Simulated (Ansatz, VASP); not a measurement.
Two plane-wave programs on Bi

Contents of INCAR:

```
SYSTEM = Bi
PREC     = Accurate       ! precision mode
ENCUT    = 520            ! plane-wave cutoff, eV
EDIFF    = 1E-6           ! SCF threshold, eV
ISMEAR   = 0              ! smearing method
SIGMA    = 0.1            ! smearing width, eV
LREAL    = .False.        ! projectors in reciprocal space
LASPH    = .True.         ! aspherical terms in the spheres
NELM     = 60             ! most SCF steps
ALGO     = Fast           ! electronic algorithm
ISIF     = 2              ! what is computed and relaxed
LWAVE    = .False.        ! write WAVECAR
LCHARG   = .True.         ! write CHGCAR
GGA      = PS             ! functional
LELF     = .True.         ! ELF
LVHAR    = .True.       
NBANDS   = 22             ! bands
```

File KPOINTS:

```
Automatic mesh
0
Gamma
  6 6 6
  0 0 0
```

File POSCAR:

```
Bi
1.0
    0.0000000000      3.3975022875      3.3975022875
    3.3975022875      0.0000000000      3.3975022875
    3.3975022875      3.3975022875      0.0000000000
Bi
2
Direct
    0.5000000000      0.5000000000      0.5000000000
    0.7500000000      0.7500000000      0.7500000000
```

Input for Ansatz:

```yaml
crystal:
  lattice:
    - [0.0, 3.3975022875, 3.3975022875]
    - [3.3975022875, 0.0, 3.3975022875]
    - [3.3975022875, 3.3975022875, 0.0]
  atoms:
    - { symbol: Bi, position: [0.5, 0.5, 0.5] }
    - { symbol: Bi, position: [0.75, 0.75, 0.75] }
basis:
  ecutwfc: 420
kpoints:
  mp_grid: { grid: [6, 6, 6] }
hamiltonian:
  xc: pbesol
scf:
  occupations: { method: gaussian, width: 0.1 }
  lower_state_search: "off"
output:
  forces: true
  stress: true
  eigenvalues: true
```

Alike in both runs: task single point; functional PBEsol; k mesh 6 × 6 × 6; occupations gaussian, width 0.1 eV; no spin polarisation.

```csv
,VASP,Ansatz
version,VASP 6.6.1,Ansatz 0.2.0
potentials or method,"VASP PAW PBE potentials, release 64 (Bi_d), cutoff 520 eV","scalar-relativistic, plane waves, PAW"
valence electrons in the cell,30,30
```

|  | VASP | Ansatz | Ansatz less VASP |
| --- | --- | --- | --- |
| gap on the k mesh at the Fermi level (eV) | none | none | - |
| pressure (GPa) | 7.5 | 7.6 | +0.08 |

VASP's potentials were made for PBE, not for PBEsol. A gap of «none» marks a metal or a gap that the smearing closes.

Spin-orbit coupling is off throughout.
